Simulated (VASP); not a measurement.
# SiC (rocksalt type) (Fm-3m) in VASP: notebook

SiC (rocksalt type) is run at these levels: PBE; tasks: relaxation of cell and atoms, single point.

Program: VASP 6.6.1. These are calculated values, not measurements. Logs are shortened: lines on timing, memory, paths and dates and some standing lists are left out, and cuts for length are marked.

### Step 1. The cell of the first run

Symmetry: Fm-3m, No. 225, cubic system. The conventional cell has a = 3.603 Å, b = 3.603 Å, c = 3.603 Å, α = 90.00°, β = 90.00°, γ = 90.00°. Si (site symmetry m-3m) has 6 C at 1.80 Å within 2.4 Å. Within 2.4 Å of C (site symmetry m-3m) lie 6 Si at 1.80 Å.

### Step 2. Relaxation of cell and atoms, PBE, target pressure 190 GPa, at which the enthalpy is minimised

Input file INCAR:

```
SYSTEM = SiC
PREC = Accurate
ENCUT = 600
EDIFF = 1E-6
ISMEAR = -1
SIGMA = 0.05
LREAL = .False.
LASPH = .True.
NELM = 60
ALGO = Normal
ISIF = 3
LWAVE = .False.
LCHARG = .False.
GGA = PE
IBRION = 2
NSW = 60
EDIFFG = -0.005
PSTRESS = 1900.0
```

Input file KPOINTS:

```
regular mesh
0
Gamma
  17 17 17
  0 0 0
```

Input file POSCAR:

```
SiC
1.0
    0.0000000000      1.8013724582      1.8013724582
    1.8013724582      0.0000000000      1.8013724582
    1.8013724582      1.8013724582      0.0000000000
Si C
1 1
Direct
    0.0000000000      0.0000000000      0.0000000000
    0.5000000000      0.5000000000      0.5000000000
```

Potentials or basis: VASP PAW PBE potentials, release 64 (Si, C).

Command:

```
$ cat potpaw_PBE.64/Si/POTCAR potpaw_PBE.64/C/POTCAR > POTCAR
$ mpirun -np 1 vasp_std > vasp.out
```

OUTCAR:

```text
SYSTEM = SiC
   PREC = Accurate
   ENCUT = 600
   EDIFF = 1E-6
   ISMEAR = -1
   LREAL = .False.
   LASPH = .True.
   NELM = 60
   ISIF = 3
   GGA = PE
   IBRION = 2
   NSW = 60
   EDIFFG = -0.005
   PSTRESS = 1900.0

 ion  position               nearest neighbor table
   1  0.000  0.000  0.000-   2 1.80   2 1.80   2 1.80   2 1.80   2 1.80   2 1.80
   2  0.500  0.500  0.500-   1 1.80   1 1.80   1 1.80   1 1.80   1 1.80   1 1.80

  LATTYP: Found a face centered cubic cell.
 ALAT       =     3.6027449164

  Lattice vectors:

 A1 = (   0.0000000000,   1.8013724582,   1.8013724582)
 A2 = (   1.8013724582,   0.0000000000,   1.8013724582)
 A3 = (   1.8013724582,   1.8013724582,   0.0000000000)

Analysis of symmetry for initial positions (statically):
=====================================================================
 Subroutine PRICEL returns:
 Original cell was already a primitive cell.

 Routine SETGRP: Setting up the symmetry group for a
 face centered cubic supercell.

 Subroutine GETGRP returns: Found 48 space group operations
 (whereof 48 operations were pure point group operations)
 out of a pool of 48 trial point group operations.

The static configuration has the point symmetry O_h .

Analysis of symmetry for dynamics (positions and initial velocities):
=====================================================================
 Subroutine PRICEL returns:
 Original cell was already a primitive cell.

 Routine SETGRP: Setting up the symmetry group for a
 face centered cubic supercell.

 Subroutine GETGRP returns: Found 48 space group operations
 (whereof 48 operations were pure point group operations)
 out of a pool of 48 trial point group operations.

The dynamic configuration has the point symmetry O_h .

 Subroutine INISYM returns: Found 48 space group operations
 (whereof 48 operations are pure point group operations),
 and found     1 'primitive' translations

----------------------------------------------------------------------------------------

                                     Primitive cell

  volume of cell :      11.6907

  direct lattice vectors                    reciprocal lattice vectors
     0.000000000  1.801372458  1.801372458    -0.277566140  0.277566140  0.277566140
     1.801372458  0.000000000  1.801372458     0.277566140 -0.277566140  0.277566140
     1.801372458  1.801372458  0.000000000     0.277566140  0.277566140 -0.277566140

  length of vectors
     2.547525361  2.547525361  2.547525361     0.480758657  0.480758657  0.480758657

  position of ions in fractional coordinates (direct lattice)
     0.000000000  0.000000000  0.000000000
     0.500000000  0.500000000  0.500000000

  ion indices of the primitive-cell ions
   primitive index   ion index
                 1           1
                 2           2

----------------------------------------------------------------------------------------

 KPOINTS: regular mesh

Automatic generation of k-mesh.
 Grid dimensions read from file:
 generate k-points for:   17   17   17

 Generating k-lattice:

  Cartesian coordinates                     Fractional coordinates (reciprocal lattice)
    -0.016327420  0.016327420  0.016327420     0.058823529  0.000000000  0.000000000
     0.016327420 -0.016327420  0.016327420     0.000000000  0.058823529  0.000000000
     0.016327420  0.016327420 -0.016327420     0.000000000  0.000000000  0.058823529

  Length of vectors
     0.028279921  0.028279921  0.028279921

  Shift w.r.t. Gamma in fractional coordinates (k-lattice)
     0.000000000  0.000000000  0.000000000

 Subroutine IBZKPT returns following result:
 ===========================================

 Found    165 irreducible k-points:

 Following reciprocal coordinates:
            Coordinates               Weight
  0.000000  0.000000  0.000000      1.000000
  0.058824  0.000000  0.000000      8.000000
  0.117647  0.000000  0.000000      8.000000
  0.176471  0.000000  0.000000      8.000000
  0.235294  0.000000  0.000000      8.000000
  0.294118  0.000000  0.000000      8.000000
[... 16 lines left out ...]
 -0.176471  0.058824  0.000000     24.000000
 -0.117647  0.058824  0.000000     24.000000
 [... further k-points ...]
   k-points           NKPTS =    165   k-points in BZ     NKDIM =    165   number of bands    NBANDS=      8
   number of dos      NEDOS =    301   number of ions     NIONS =      2
   total plane-waves  NPLWV =   8000
   dimension x,y,z NGX =    20 NGY =   20 NGZ =   20
   dimension x,y,z NGXF=    40 NGYF=   40 NGZF=   40
   ions per type =               1   1
   NGX,Y,Z   is equivalent  to a cutoff of  13.05, 13.05, 13.05 a.u.
   NGXF,Y,Z  is equivalent  to a cutoff of  26.10, 26.10, 26.10 a.u.
 SYSTEM =  SiC
   PREC   = accura    normal or accurate (medium, high low for compatibility)
   ISTART =      0    job   : 0-new  1-cont  2-samecut
   ICHARG =      2    charge: 1-file 2-atom 10-const
   ISPIN  =      1    spin polarized calculation?
   LNONCOLLINEAR =      F non collinear calculations
   LSORBIT =      F    spin-orbit coupling
   LASPH  =      T    aspherical Exc in radial PAW
   ENCUT  =  600.0 eV  44.10 Ry    6.64 a.u.   5.09  5.09  5.09*2*pi/ulx,y,z
   NELM   =     60;   NELMIN=  2; NELMDL= -5     # of ELM steps
   EDIFF  = 0.1E-05   stopping-criterion for ELM
   LREAL  =      F    real-space projection
   EDIFFG = -.5E-02   stopping-criterion for IOM
   NSW    =     60    number of steps for IOM
   IBRION =      2    ionic relax: 0-MD 1-quasi-New 2-CG
   NFREE  =      1    steps in history (QN), initial steepest desc. (CG)
   ISIF   =      3    stress and relaxation
   ISYM   =      2    0-nonsym 1-usesym 2-fastsym
   POTIM  = 0.5000    time-step for ionic-motion
   TEBEG  =    0.0;   TEEND  =   0.0 temperature during run
   PSTRESS= 1900.0 pullay stress
   NELECT =       8.0000    total number of electrons
   NUPDOWN=      -1.0000    fix difference up-down
   EMIN   =  10.00;   EMAX   =-10.00  energy-range for DOS
   EFERMI =   0.00;   METHOD = LEGACY
   ISMEAR =    -1;   SIGMA  =   0.05  broadening in eV -4-tet -1-fermi 0-gaus
   EFERMI_NEDOS =   21; number of points for ismear=-14 and -15
   IALGO  =     38    algorithm
   IMIX   =      4    mixing-type and parameters
     AMIX     =   0.40;   BMIX     =  1.00
     AMIX_MAG =   1.60;   BMIX_MAG =  1.00
  volume/ion in A,a.u.               =       5.85        39.45
  Fermi-wavevector in a.u.,A,eV,Ry     =   1.442640  2.726194 28.316584  2.081210
  Thomas-Fermi vector in A             =   2.561137
   LORBIT       =      0    0 simple, 1 ext, 2 COOP (PROOUT), +10 PAW based schemes
   GGA     = PE    functional components
   LHFCALC =     F    Hartree Fock is set to
   AEXX    =    0.0000 exact exchange contribution
   IVDW    =     0    specifies the selected vdW correction
   LEPSILON=     F    determine dielectric tensor
   LRPA    =     F    only Hartree local field effects (RPA)
 conjugate gradient relaxation of ions
 non-spin polarized calculation
  energy-cutoff  :      600.00
  volume of cell :       11.69
 maximum number of plane-waves:       398
   NGX = 11   NGY = 11   NGZ = 11

--------------------------------------- Ionic step        1  -------------------------------------------

 number of electron       8.0000000 magnetization

 Free energy of the ion-electron system (eV)
  ---------------------------------------------------
  ext. energy  EPLUGINS =         0.00000000
  ---------------------------------------------------
  free energy    TOTEN  =       -11.42042071 eV

  energy without entropy =      -11.42041775  energy(sigma->0) =      -11.42041923

------------------------ aborting loop because EDIFF is reached ----------------------------------------

  FORCE on cell =-STRESS in cart. coord.  units (eV):
  Direction    XX          YY          ZZ          XY          YZ          ZX
  --------------------------------------------------------------------------------------
  -------------------------------------------------------------------------------------
  Total       13.6587195     13.6587195     13.6587195      0.0000000      0.0000000      0.0000000
  in kB     1871.8886758   1871.8886758   1871.8886758      0.0000000      0.0000000      0.0000000
  external PRESSURE =     -28.1113242 kB  Pullay stress =    1900.0000000 kB

 VOLUME and BASIS-vectors are now :
 -----------------------------------------------------------------------------
  energy-cutoff  :      600.00
  volume of cell :       11.69
      direct lattice vectors                 reciprocal lattice vectors
     0.000000000  1.801372458  1.801372458    -0.277566140  0.277566140  0.277566140
     1.801372458  0.000000000  1.801372458     0.277566140 -0.277566140  0.277566140
     1.801372458  1.801372458  0.000000000     0.277566140  0.277566140 -0.277566140
[... 46 lines left out ...]
  FREE ENERGIE OF THE ION-ELECTRON SYSTEM (eV)
  ---------------------------------------------------
  free  energy   TOTEN  =       -11.2114358359 eV

  energy  without entropy=      -11.2114292913  energy(sigma->0) =      -11.21143256

  enthalpy is  TOTEN    =         2.4476349948 eV   P V=       13.6590708308

--------------------------------------- Ionic step        3  -------------------------------------------

 number of electron       8.0000000 magnetization

 Free energy of the ion-electron system (eV)
  ---------------------------------------------------
  ext. energy  EPLUGINS =         0.00000000
  ---------------------------------------------------
  free energy    TOTEN  =       -11.37739322 eV

  energy without entropy =      -11.37738972  energy(sigma->0) =      -11.37739147

 E-fermi :  18.9664     XC(G=0): -14.3675

 val. band max:       18.6246734119   @ k =   0.0000   0.0000   0.0000
 cond. band min:      19.2834199076   @ k =   0.4706   0.4706   0.0000
 fundamental gap:      0.6587464957
 Fermi energy:        18.9664070702

 k-point     1 :       0.0000    0.0000    0.0000
  band No.  band energies     occupation
      1      -4.4460      2.00000
      2      18.6247      1.99785
      3      18.6247      1.99785
      4      18.6247      1.99785
      5      27.5982      0.00000
      6      27.5982      0.00000
      7      27.5982      0.00000
      8      33.5279      0.00000

 k-point     2 :       0.0588    0.0000    0.0000
  band No.  band energies     occupation
      1      -4.3401      2.00000
      2      18.0297      2.00000
      3      18.5096      1.99978
      4      18.5096      1.99978
      5      27.4789      0.00000
      6      27.8333      0.00000
      7      27.8333      0.00000
      8      33.2833      0.00000
[... 221 lines left out ...]
 k-point    23 :      -0.1765    0.0588    0.0000
  band No.  band energies     occupation
      1      -3.1819      2.00000
      2      13.7857      2.00000
      3      16.6929      2.00000
      4      18.0681      2.00000
      5      27.0589      0.00000
      6      28.2338      0.00000
      7      28.9039      0.00000
      8      30.4656      0.00000

 k-point    24 :      -0.1176    0.0588    0.0000
  band No.  band energies     occupation
      1      -3.7769      2.00000
      2      15.8606      2.00000
      3      17.1727      2.00000
      4      18.4098      1.99997
      5      27.0652      0.00000
      6      28.3464      0.00000
      7      29.1881      0.00000
      8      30.4404      0.00000

 [... further k-points ...]

------------------------ aborting loop because EDIFF is reached ----------------------------------------

  FORCE on cell =-STRESS in cart. coord.  units (eV):
  Direction    XX          YY          ZZ          XY          YZ          ZX
  --------------------------------------------------------------------------------------
  -------------------------------------------------------------------------------------
  Total       13.8210134     13.8210134     13.8210134      0.0000000     -0.0000000      0.0000000
  in kB     1900.0722918   1900.0722918   1900.0722918      0.0000000     -0.0000000      0.0000000
  external PRESSURE =       0.0722918 kB  Pullay stress =    1900.0000000 kB

 VOLUME and BASIS-vectors are now :
 -----------------------------------------------------------------------------
  energy-cutoff  :      600.00
  volume of cell :       11.65
      direct lattice vectors                 reciprocal lattice vectors
     0.000000000  1.799492815  1.799492815    -0.277856069  0.277856069  0.277856069
     1.799492815  0.000000000  1.799492815     0.277856069 -0.277856069  0.277856069
     1.799492815  1.799492815  0.000000000     0.277856069  0.277856069 -0.277856069

 POSITION                                       TOTAL-FORCE (eV/Angst)
 -----------------------------------------------------------------------------------
      0.00000      0.00000      0.00000        -0.000000     -0.000000     -0.000000
      1.79949      1.79949      1.79949         0.000000      0.000000      0.000000
 -----------------------------------------------------------------------------------
    total drift:                                0.000000      0.000000      0.000000

  FREE ENERGIE OF THE ION-ELECTRON SYSTEM (eV)
  ---------------------------------------------------
  free  energy   TOTEN  =       -11.3773932227 eV

  energy  without entropy=      -11.3773897211  energy(sigma->0) =      -11.37739147

  enthalpy is  TOTEN    =         2.4430943544 eV   P V=       13.8204875771

 reached required accuracy - stopping structural energy minimisation
```

Wall time 11 s (1 thread of Intel Xeon 6975P-C (Granite Rapids), shared host); peak memory 0.13 GiB.

Results:

* Free energy: -11.3774 eV
* Relaxed volume: 5.83 Å³/atom
* Relaxed cell: a = 2.545 Å, b = 2.545 Å, c = 2.545 Å, α = 60.00°, β = 60.00°, γ = 60.00°
* Space group after relaxing (to 0.05 Å): Fm-3m (No. 225)
* Energy change on relaxing (the enthalpy is what falls): +21.5 meV/atom
* Ionic steps: 3
* Pressure after relaxing: 190.0 GPa
* Band gap on the k mesh: 0.66 eV, indirect (least direct gap 6.49 eV)

Step by step:
```
step  energy change (eV)  largest force (eV/Å)  pressure (GPa)  volume (Å³)
   1              0.0000                0.0000          187.19        11.69
   2              0.2090                0.0000          200.81        11.52
   3              0.0430                0.0000          190.01        11.65
```

Final structure:
```
CELL_PARAMETERS angstrom
0.00000 1.79949 1.79949
1.79949 0.00000 1.79949
1.79949 1.79949 0.00000
ATOMIC_POSITIONS crystal
Si 0.00000 0.00000 0.00000
C 0.50000 0.50000 0.50000
```

Caveat: the cell is relaxed towards a set pressure, so the enthalpy falls and the energy may rise. PBE gaps usually lie below the measured ones, often by a third to a half.

### Step 3. Single point, PBE

This run uses another cell than the first one, of 5.83 Å³/atom, 0.998 times its volume.

Input file INCAR:

```
SYSTEM = SiC
ALGO = Normal
EDIFF = 1E-7
ENCUT = 520
GGA = PE
ISIF = 2
ISMEAR = -1
LASPH = .TRUE.
LCHARG = .FALSE.
LREAL = .FALSE.
LWAVE = .FALSE.
NBANDS = 11
NELM = 80
PREC = Accurate
SIGMA = 0.05
```

Input file KPOINTS:

```
k-points
0
G
  17 17 17
  0 0 0
```

Input file POSCAR:

```
SiC
1.0
    0.0000000000      1.7999475071      1.7999475071
    1.7999475071      0.0000000000      1.7999475071
    1.7999475071      1.7999475071      0.0000000000
Si C
1 1
Direct
    0.0000000000      0.0000000000      0.0000000000
    0.5000000000      0.5000000000      0.5000000000
```

Potentials or basis: VASP PAW PBE potentials, release 64 (Si, C).

Command:

```
$ cat potpaw_PBE.64/Si/POTCAR potpaw_PBE.64/C/POTCAR > POTCAR
$ mpirun -np 1 vasp_std > vasp.out
```

OUTCAR:

```text
SYSTEM = SiC
   EDIFF = 1E-7
   ENCUT = 520
   GGA = PE
   ISIF = 2
   ISMEAR = -1
   LASPH = .TRUE.
   LREAL = .FALSE.
   NELM = 80
   PREC = Accurate

 ion  position               nearest neighbor table
   1  0.000  0.000  0.000-   2 1.80   2 1.80   2 1.80   2 1.80   2 1.80   2 1.80
   2  0.500  0.500  0.500-   1 1.80   1 1.80   1 1.80   1 1.80   1 1.80   1 1.80

  LATTYP: Found a face centered cubic cell.
 ALAT       =     3.5998950142

  Lattice vectors:

 A1 = (   0.0000000000,   1.7999475071,   1.7999475071)
 A2 = (   1.7999475071,   0.0000000000,   1.7999475071)
 A3 = (   1.7999475071,   1.7999475071,   0.0000000000)

Analysis of symmetry for initial positions (statically):
=====================================================================
 Subroutine PRICEL returns:
 Original cell was already a primitive cell.

 Routine SETGRP: Setting up the symmetry group for a
 face centered cubic supercell.

 Subroutine GETGRP returns: Found 48 space group operations
 (whereof 48 operations were pure point group operations)
 out of a pool of 48 trial point group operations.

The static configuration has the point symmetry O_h .

[... 171 lines left out ...]
      4      18.6110      1.99792
      5      27.5832      0.00000
      6      27.5832      0.00000
      7      27.5832      0.00000
      8      33.4960      0.00000
      9      34.3020      0.00000
     10      34.3020      0.00000
     11      34.8311      0.00000
[... 309 lines left out ...]
 k-point    24 :      -0.1176    0.0588    0.0000
  band No.  band energies     occupation
      1      -3.7810      2.00000
      2      15.8480      2.00000
      3      17.1600      2.00000
      4      18.3967      1.99997
      5      27.0498      0.00000
      6      28.3307      0.00000
      7      29.1707      0.00000
      8      30.4189      0.00000
      9      32.3168      0.00000
     10      34.5055      0.00000
     11      36.3540      0.00000

 [... further k-points ...]

------------------------ aborting loop because EDIFF is reached ----------------------------------------

  FORCE on cell =-STRESS in cart. coord.  units (eV):
  Direction    XX          YY          ZZ          XY          YZ          ZX
  --------------------------------------------------------------------------------------
  -------------------------------------------------------------------------------------
  Total       13.8074206     13.8074206     13.8074206     -0.0000000     -0.0000000     -0.0000000
  in kB     1896.7654127   1896.7654127   1896.7654127     -0.0000000     -0.0000000     -0.0000000
  external PRESSURE =    1896.7654127 kB  Pullay stress =       0.0000000 kB

 VOLUME and BASIS-vectors are now :
 -----------------------------------------------------------------------------
  energy-cutoff  :      520.00
  volume of cell :       11.66
      direct lattice vectors                 reciprocal lattice vectors
     0.000000000  1.799947507  1.799947507    -0.277785879  0.277785879  0.277785879
     1.799947507  0.000000000  1.799947507     0.277785879 -0.277785879  0.277785879
     1.799947507  1.799947507  0.000000000     0.277785879  0.277785879 -0.277785879

 POSITION                                       TOTAL-FORCE (eV/Angst)
 -----------------------------------------------------------------------------------
      0.00000      0.00000      0.00000         0.000000     -0.000000      0.000000
      1.79995      1.79995      1.79995        -0.000000      0.000000     -0.000000
 -----------------------------------------------------------------------------------
    total drift:                                0.000000      0.000000      0.000000

  FREE ENERGIE OF THE ION-ELECTRON SYSTEM (eV)
  ---------------------------------------------------
  free  energy   TOTEN  =       -11.3846512650 eV

  energy  without entropy=      -11.3846478573  energy(sigma->0) =      -11.38464956
```

Wall time 9 s (1 thread of AMD EPYC 9R45 (Zen 5), shared host); peak memory 0.1 GiB.

What came out:

```yaml
Free_energy: -11.3847 eV
Pressure: 189.7 GPa
Band_gap_on_the_k_mesh: 0.66 eV, indirect (least direct gap 6.49 eV)
```

A k mesh can miss the band edges.
